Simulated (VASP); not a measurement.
BaTiO3:

```xyz
5
Lattice="3.9833 0.0000 0.0000 0.0000 2.8626 2.8753 0.0000 -2.8626 2.8753" Properties=species:S:1:pos:R:3 pbc="T T T"
Ba    0.0000    0.0000    0.0196
Ti    1.9917    0.0000    2.9817
O     1.9917    1.3943    4.2261
O     1.9917   -1.3943    4.2261
O     0.0000    0.0000    2.8075
```

```yaml
Program: VASP 6.6.1
Task: relaxation of cell and atoms
Functional: PBEsol
Potentials_or_basis: VASP PAW PBE potentials, release 64 (Ba_sv, Ti_sv, O)
Cutoff: 600 eV
k_mesh: 10 × 10 × 10
Occupations: gaussian, width 0.02 eV
Spin: no spin polarisation
```

At the start: pressure -3.1 GPa; volume 13.11 Å³/atom.

Task: Where does the relaxation end?

Result: Over 15 steps the energy falls by 2.6 meV/atom and the volume is 12.83 Å³/atom (-2.2 %); space group Amm2 (No. 38, to 0.1 Å) before and after.

The path:
```csv
step,energy change (eV),largest force (eV/Å),pressure (GPa),volume (Å³)
1,0.0000,0.1315,-3.09,65.57
2,0.0029,0.3359,3.56,63.20
3,-0.0116,0.1126,-0.08,64.44
4,-0.0126,0.0390,-0.04,64.31
5,-0.0127,0.0137,-0.02,64.26
6,-0.0129,0.0150,-0.01,64.23
7,-0.0129,0.0195,0.00,64.20
8,-0.0130,0.0140,-0.02,64.19
9,-0.0130,0.0092,-0.06,64.18
10,-0.0130,0.0106,0.13,64.11
11,-0.0130,0.0060,0.04,64.14
12,-0.0130,0.0066,0.03,64.15
13,-0.0130,0.0069,0.01,64.16
14,-0.0130,0.0068,0.02,64.15
15,-0.0130,0.0017,0.00,64.16
```

Final structure:
```
Ba Ti O
1.0
     3.96015    0.00000    0.00000
     0.00000    2.84057    2.85163
     0.00000   -2.84057    2.85163
Ba Ti O
1 1 3
Cartesian
  0.0000 0.0000 0.0193
  1.9801 0.0000 2.9503
  1.9801 1.3910 4.1952
  1.9801 -1.3910 4.1952
  0.0000 0.0000 2.7836
```

Caveat: the PAW data sets were made with another functional, which shifts forces and pressure a little.
